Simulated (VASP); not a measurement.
Input of a VASP 6.6.1 run:

Contents of INCAR:

```
PREC = Accurate ; ENCUT = 600
EDIFF = 1E-7 ; ISMEAR = 0
SIGMA = 0.02 ; LREAL = False
LASPH = True ; NELM = 80
ALGO = Normal ; ISIF = 3
LWAVE = False ; LCHARG = False
GGA = PE ; IBRION = 2
NSW = 80 ; EDIFFG = -0.01
```

File KPOINTS:

```
regular mesh
0
Gamma
  6 6 6
```

Contents of POSCAR:

```
PbO2
1.0
   -3.0616146644      3.0616146644      3.9604442493
    3.0616146644     -3.0616146644      3.9604442493
    3.0616146644      3.0616146644     -3.9604442493
Pb O
2 4
Direct
    0.0000000000      0.0000000000      0.0000000000
    0.7500000000      0.2500000000      0.5000000000
    0.3750000000      0.2930685064      0.4180685064
    1.0430685064      0.6250000000      0.9180685064
    0.7069314936      0.1250000000      0.0819314936
    0.8750000000     -0.0430685064      0.5819314936
```

Potentials or basis: VASP PAW PBE potentials, release 64 (Pb_d, O).

Launch:

```bash
$ cat potpaw_PBE.64/Pb_d/POTCAR potpaw_PBE.64/O/POTCAR > POTCAR
$ mpirun -np 1 vasp_std > vasp.out
```

Task: What does it give for the space group after relaxing (to 0.1 Å)?

Result: I-42d (No. 122).

Task: Estimate the band gap on the k mesh.

Result: 0.82 eV.

Final structure:
```
CELL_PARAMETERS angstrom
-3.13500 3.13500 3.64993
3.13500 -3.13500 3.64993
3.13500 3.13500 -3.64993
ATOMIC_POSITIONS crystal
Pb 0.00000 0.00000 0.00000
Pb 0.75000 0.25000 0.50000
O 0.37500 0.29287 0.41787
O 0.04287 0.62500 0.91787
O 0.70713 0.12500 0.08213
O 0.87500 0.95713 0.58213
```

Caveat: spin-orbit coupling is left out, which moves the levels of the heavy elements. A k mesh can miss the band edges.
